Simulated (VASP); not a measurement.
Runs of VASP 6.6.1 on CdSe (Cadmoselite). The structure is that of space group P6_3mc (No. 186), or close to it. The cells are those of the table. 

```tsv
task	level	potentials or basis	cell	cutoff (eV)	gap on the mesh (eV)	pressure (GPa)	relaxed volume (Å³/atom)
relaxation of cell and atoms	r2SCAN	VASP PAW PBE potentials, release 64 (Cd, Se)	relaxed from a = 4.383, b = 4.383, c = 7.154 Å, angles 90.0, 90.0, 120.0°, 4 atoms	600	1.08	0.0	28.97
relaxation of cell and atoms	LDA	VASP PAW LDA potentials, release 64 (Cd, Se)	relaxed from a = 4.383, b = 4.383, c = 7.154 Å, angles 90.0, 90.0, 120.0°, 4 atoms	600	0.48	0.0	27.32
single point	PBEsol	VASP PAW PBE potentials, release 64 (Cd, Se)	a = 4.303, b = 4.303, c = 7.019 Å, angles 90.0, 90.0, 120.0°, 4 atoms	520	0.54	0.3	-
single point	LDA	VASP PAW LDA potentials, release 64 (Cd, Se)	a = 4.249, b = 4.249, c = 6.936 Å, angles 90.0, 90.0, 120.0°, 4 atoms	520	(b)	(a)	-
single point	PBE	VASP PAW PBE potentials, release 64 (Cd, Se)	a = 4.383, b = 4.383, c = 7.154 Å, angles 90.0, 90.0, 120.0°, 4 atoms	520	0.54	0.2	-
single point	r2SCAN	VASP PAW PBE potentials, release 64 (Cd, Se)	a = 4.341, b = 4.341, c = 7.077 Å, angles 90.0, 90.0, 120.0°, 4 atoms	520	1.09	0.2	-
relaxation of cell and atoms	PBEsol	VASP PAW PBE potentials, release 64 (Cd, Se)	relaxed from a = 4.383, b = 4.383, c = 7.154 Å, angles 90.0, 90.0, 120.0°, 4 atoms	600	(c)	0.0	28.29
```

Alike in all rows: no spin polarisation; k mesh 6 × 6 × 4; smearing fermi-dirac 0.02 eV.

Problem. Fill in the values left out.

Solution. (a) 0.5; (b) 0.50; (c) 0.53.

Caveats: the PAW data sets were made with another functional, which shifts forces and pressure a little (some runs).

A k mesh can miss the band edges, and the runs leave out spin-orbit coupling on Cd, Se.
